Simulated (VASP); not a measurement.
# InAs (P6_3/mmc) in VASP: notebook, part 2 of 2

VASP 6.6.1.

## (4) Single point, PBEsol, collinear spin, zero start

File INCAR:

```
SYSTEM = InAs
  PREC = Accurate
  ENCUT = 500
  EDIFF = 1E-6
  ISMEAR = -1
  SIGMA = 0.02
  LREAL = .FALSE.
  LASPH = .TRUE.
  NELM = 200
  ALGO = Normal
  ISIF = 2
  LWAVE = .FALSE.
  LCHARG = .FALSE.
  ISPIN = 2
  MAGMOM = 0 0 0 0
  LORBIT = 11
  GGA = PS
  NBANDS = 30
  GGA_COMPAT = .FALSE.
```

File KPOINTS:

```
Automatic mesh
0
G
  6 6 4
  0 0 0
```

File POSCAR:

```
InAs
1.0
    3.9653011097      0.0000000000      0.0000000000
   -1.9826505549      3.4340514946      0.0000000000
    0.0000000000      0.0000000000      6.8488974507
In As
2 2
Direct
    0.0000000000      0.0000000000      0.0000000000
    0.0000000000      0.0000000000      0.5000000000
    0.3333333333      0.6666666667      0.2500000000
    0.6666666667      0.3333333333      0.7500000000
```

Potentials or basis: VASP PAW PBE potentials, release 64 (In_d, As).

On the command line:

```sh
cat potpaw_PBE.64/In_d/POTCAR potpaw_PBE.64/As/POTCAR > POTCAR
mpirun -np 1 vasp_std > vasp.out
```

OUTCAR:

```text
SYSTEM = InAs
   PREC = Accurate
   ENCUT = 500
   EDIFF = 1E-6
   ISMEAR = -1
   LREAL = .FALSE.
   LASPH = .TRUE.
   NELM = 200
   ISIF = 2
   ISPIN = 2
   LORBIT = 11
   GGA = PS

 ion  position               nearest neighbor table
   1  0.000  0.000  0.000-   3 2.86   4 2.86   3 2.86   4 2.86   4 2.86   3 2.86   2 3.42   2 3.42

   2  0.000  0.000  0.500-   3 2.86   4 2.86   3 2.86   4 2.86   4 2.86   3 2.86   1 3.42   1 3.42

   3  0.333  0.667  0.250-   1 2.86   2 2.86   1 2.86   2 2.86   1 2.86   2 2.86
   4  0.667  0.333  0.750-   1 2.86   2 2.86   1 2.86   2 2.86   1 2.86   2 2.86

  LATTYP: Found a hexagonal cell.
 ALAT       =     3.9653011097
 C/A-ratio  =     1.7272074078

  Lattice vectors:

 A1 = (   3.9653011097,   0.0000000000,   0.0000000000)
 A2 = (  -1.9826505549,   3.4340514946,   0.0000000000)
 A3 = (   0.0000000000,   0.0000000000,   6.8488974507)

Analysis of symmetry for initial positions (statically):
=====================================================================
 Subroutine PRICEL returns:
 Original cell was already a primitive cell.

 Routine SETGRP: Setting up the symmetry group for a
 hexagonal supercell.
[... 1588 lines left out ...]
  --------------------------------------------------------------------------------------
  -------------------------------------------------------------------------------------
  Total       -0.8151762     -0.8151762     -0.1743977      0.0000000      0.0000000      0.0000000
  in kB      -14.0042038    -14.0042038     -2.9960405      0.0000000      0.0000000      0.0000000
  external PRESSURE =     -10.3348160 kB  Pullay stress =       0.0000000 kB

 VOLUME and BASIS-vectors are now :
 -----------------------------------------------------------------------------
  energy-cutoff  :      500.00
  volume of cell :       93.26
      direct lattice vectors                 reciprocal lattice vectors
     3.965301110  0.000000000  0.000000000     0.252187658  0.145600612  0.000000000
    -1.982650555  3.434051495  0.000000000     0.000000000  0.291201224  0.000000000
     0.000000000  0.000000000  6.848897451     0.000000000  0.000000000  0.146008902

 POSITION                                       TOTAL-FORCE (eV/Angst)
 -----------------------------------------------------------------------------------
      0.00000      0.00000      0.00000         0.000000      0.000000      0.000000
      0.00000      0.00000      3.42445         0.000000      0.000000      0.000000
     -0.00000      2.28937      1.71222         0.000000      0.000000     -0.000000
      1.98265      1.14468      5.13667        -0.000000     -0.000000     -0.000000
 -----------------------------------------------------------------------------------
    total drift:                                0.000000      0.000000      0.000000

  FREE ENERGIE OF THE ION-ELECTRON SYSTEM (eV)
  ---------------------------------------------------
  free  energy   TOTEN  =       -16.2486005796 eV

  energy  without entropy=      -16.2457325156  energy(sigma->0) =      -16.24716655

 total charge

# of ion       s       p       d       tot
------------------------------------------
    1        0.881   0.582   9.887  11.351
    2        0.881   0.582   9.887  11.351
    3        1.271   1.427   0.025   2.724
    4        1.271   1.427   0.025   2.724
--------------------------------------------------
tot          4.305   4.018  19.825  28.149

 magnetization (x)

# of ion       s       p       d       tot
------------------------------------------
    1        0.000  -0.000   0.000   0.000
    2        0.000  -0.000   0.000   0.000
    3       -0.000  -0.000   0.000  -0.000
    4       -0.000  -0.000   0.000  -0.000
--------------------------------------------------
tot          0.000  -0.000   0.000   0.000
```

OSZICAR:

```text
N       E                     dE             d eps       ncg     rms          rms(c)
DAV:   1     0.308797309053E+03    0.30880E+03   -0.15553E+04  2526   0.136E+03
DAV:   2     0.162388112028E+02   -0.29256E+03   -0.27931E+03  2558   0.362E+02
DAV:   3    -0.152592084923E+02   -0.31498E+02   -0.30888E+02  3108   0.123E+02
DAV:   4    -0.165357133836E+02   -0.12765E+01   -0.12712E+01  3028   0.243E+01
DAV:   5    -0.165969265747E+02   -0.61213E-01   -0.61200E-01  3732   0.508E+00    0.526E+00
DAV:   6    -0.162714757646E+02    0.32545E+00   -0.54652E-01  3558   0.107E+01    0.284E+00
DAV:   7    -0.162524637585E+02    0.19012E-01   -0.14946E-01  3834   0.267E+00    0.768E-01
DAV:   8    -0.162487886422E+02    0.36751E-02   -0.11488E-02  3606   0.108E+00    0.225E-01
DAV:   9    -0.162485863915E+02    0.20225E-03   -0.97937E-04  3796   0.240E-01    0.875E-02
DAV:  10    -0.162485978333E+02   -0.11442E-04   -0.46375E-05  3874   0.445E-02    0.475E-02
DAV:  11    -0.162485993844E+02   -0.15512E-05   -0.30277E-06  2728   0.194E-02    0.193E-02
DAV:  12    -0.162486006648E+02   -0.12803E-05   -0.33077E-06  2968   0.211E-02    0.866E-03
DAV:  13    -0.162486005796E+02    0.85130E-07   -0.18733E-07  1536   0.403E-03
   1 F= -.16248601E+02 E0= -.16247167E+02  d E =-.286806E-02  mag=    -0.0000
```

Wall time 50 s (1 thread of Intel Xeon 6975P-C (Granite Rapids), shared host); peak memory 0.27 GiB.

Results:

```yaml
Free_energy: -16.2486 eV
Pressure: -1.0 GPa
Band_gap_on_the_k_mesh: zero (filled and empty bands overlap)
Net_moment: 0.00 μB per cell
Valence_electrons_inside_the_program's_atomic_spheres: In 11.35; As 2.72
```

Stress tensor (GPa, compression positive):
```
-1.40  0.00  0.00
 0.00 -1.40  0.00
 0.00  0.00 -0.30
```

Caveat: the PAW data sets were made with another functional, which shifts forces and pressure a little; spin-orbit coupling is left out, which moves the levels of the heavy elements.
